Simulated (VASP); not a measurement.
The system is HfC (wurtzite type).

```
CELL_PARAMETERS angstrom
3.52881 0.00000 0.00000
-1.76441 3.05604 0.00000
0.00000 0.00000 5.75197
ATOMIC_POSITIONS crystal
Hf 0.33333 0.66667 0.00000
Hf 0.66667 0.33333 0.50000
C 0.33333 0.66667 0.37600
C 0.66667 0.33333 0.87600
```

| Item | Value |
| --- | --- |
| Program | VASP 6.6.1 |
| Task | relaxation of cell and atoms |
| Functional | PBE |
| Potentials or basis | VASP PAW PBE potentials, release 64 (Hf_pv, C) |
| Cutoff | 600 eV |
| k mesh | 13 × 13 × 7 |
| Occupations | fermi-dirac, width 0.08 eV |
| Spin | no spin polarisation |

At the start: pressure 3.5 GPa; volume 15.51 Å³/atom.

Question: Where does the relaxation end?

Answer: Over 38 steps the energy falls by 260.4 meV/atom and the volume is 14.86 Å³/atom (-4.2 %); space group P6_3/mmc (No. 194, to 0.05 Å).

Step by step:
```
step  energy change (eV)  largest force (eV/Å)  pressure (GPa)  volume (Å³)
   1              0.0000                0.3897            3.48        62.03
   2             -0.0887                0.5170           -4.59        65.07
   3             -0.0888                0.5131           -4.30        64.94
   4             -0.1788                0.5522           -3.62        64.39
   5             -0.4573                1.1468           -1.93        62.51
   6             -0.3458                2.3324           14.48        57.62
   7             -0.5387                2.0718            1.29        61.05
   8             -0.5936                2.5130            5.81        59.42
   9             -0.6139                2.4354            5.81        59.37
  10             -0.6595                2.2016            6.02        59.20
  11             -0.6672                1.6789            7.38        58.83
  12             -0.6777                1.9111            6.68        58.98
  13             -0.7169                1.7818            5.92        59.09
  14             -0.8171                1.4235            3.76        59.42
  15             -0.9472                0.8354            0.01        60.08
  16             -0.9898                0.0941           -5.52        61.38
  17             -1.0022                0.2598           -4.13        61.00
  18             -1.0024                0.2944           -3.85        60.93
  19             -1.0104                0.2763           -3.14        60.65
  20             -1.0256                0.2229           -0.92        59.84
  21             -1.0152                0.1248            4.00        58.25
  22             -1.0283                0.1910            0.57        59.34
  23             -1.0302                0.1733            0.48        59.36
  24             -1.0347                0.1250            0.28        59.40
  25             -1.0401                0.0504           -0.08        59.49
  26             -1.0396                0.0001           -0.50        59.67
  27             -1.0412                0.0078           -0.35        59.59
  28             -1.0413                0.0132           -0.29        59.57
  29             -1.0415                0.0084            0.15        59.41
  30             -1.0415                0.0090            0.10        59.43
  31             -1.0415                0.0055            0.01        59.45
  32             -1.0415                0.0056            0.02        59.45
  33             -1.0415                0.0049           -0.02        59.46
  34             -1.0415                0.0044           -0.07        59.48
  35             -1.0415                0.0042           -0.06        59.47
  36             -1.0416                0.0037            0.02        59.45
  37             -1.0416                0.0032            0.02        59.45
  38             -1.0416                0.0008            0.05        59.44
```

Final structure:
```yaml
crystal:
  lattice:
    - [3.84845, 0.00000, 0.00000]
    - [-1.92422, 3.33286, 0.00000]
    - [0.00000, 0.00000, 4.63427]
  atoms:
    - { symbol: Hf, position: [0.33333, 0.66667, 0.93999] }
    - { symbol: Hf, position: [0.66667, 0.33333, 0.43999] }
    - { symbol: C, position: [0.33333, 0.66667, 0.43601] }
    - { symbol: C, position: [0.66667, 0.33333, 0.93601] }
```
